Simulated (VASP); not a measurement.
Input of a VASP 6.6.1 run:

INCAR

```
  PREC = Accurate
  ENCUT = 520
  EDIFF = 1E-6
  ISMEAR = 0
  SIGMA = 0.1
  LREAL = F
  LASPH = T
  NELM = 80
  ALGO = Normal
  ISIF = 2
  LWAVE = F
  LCHARG = F
  GGA = PE
  NBANDS = 21
```

File KPOINTS:

```
regular mesh
0
Gamma
  12 12 4
```

The input POSCAR:

```
C
1.0
    1.2891399233     -2.2755728613      0.0000000000
    1.2891399233      2.2755728613      0.0000000000
    0.0000000000      0.0000000000      5.6606124500
C
6
Direct
    0.0000000000      0.5000000000      0.3329233737
    0.5000000000      0.0000000000      0.6670766263
    0.5000000000      0.0000000000      0.1670766263
    0.0000000000      0.5000000000      0.8329233737
    0.0000000000      0.0000000000      0.5000000000
    0.5000000000      0.5000000000      0.0000000000
```

Potentials or basis: VASP PAW PBE potentials, release 64 (C).

Launch:

```sh
$ cat potpaw_PBE.64/C/POTCAR > POTCAR
$ mpirun -np 1 vasp_std > vasp.out
```

What does it give for the band gap on the k mesh?

0.84 eV, indirect (least direct gap 2.56 eV).

Estimate the largest force.

0.011 eV/Å.

Predict the pressure.

0.8 GPa.

Forces in eV/Å, atoms in the order of the input:
```
C    0.000  0.000  0.011
C    0.000  0.000 -0.011
C    0.000  0.000 -0.011
C    0.000  0.000  0.011
C    0.000  0.000  0.000
C    0.000  0.000  0.000
```

A k mesh can miss the band edges. As with any semilocal functional, this PBE gap is likely too small.
